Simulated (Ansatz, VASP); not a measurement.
**Two plane-wave programs on Pt**

```xyz
1
Lattice="0.1985 2.0842 2.0842 2.0842 0.1985 2.0842 2.0842 2.0842 0.1985" Properties=species:S:1:pos:R:3 pbc="T T T"
Pt    0.0000    0.0000    0.0000
```

Change from the starting cell: equal engineering shear yz, xz and xy +0.1000, equal normal strain along x, y and z +0.0000.

Alike in both runs: task single point; functional PBE; k mesh 20 × 20 × 20; occupations gaussian, width 0.15 eV; no spin polarisation.

|  | VASP | Ansatz |
| --- | --- | --- |
| version | VASP 6.6.1 | Ansatz 0.2.0 |
| potentials or method | VASP PAW PBE potentials, release 64 (Pt), cutoff 520 eV | scalar-relativistic, plane waves, PAW |
| valence electrons in the cell | 10 | 18 |

|  | VASP | Ansatz | Ansatz less VASP |
| --- | --- | --- | --- |
| gap on the k mesh at the Fermi level (eV) | none | none | - |
| pressure (GPa) | 8.0 | 8.6 | +0.56 |
| traceless stress, the component that is largest in VASP (GPa) | -8.84 | -8.87 | -0.031 |

A gap of «none» marks a metal or a gap that the smearing closes. VASP's potentials hold 10 valence electrons a cell and Ansatz's 18, so a difference there can come from the potentials and not from the codes.

Spin-orbit coupling is off throughout.
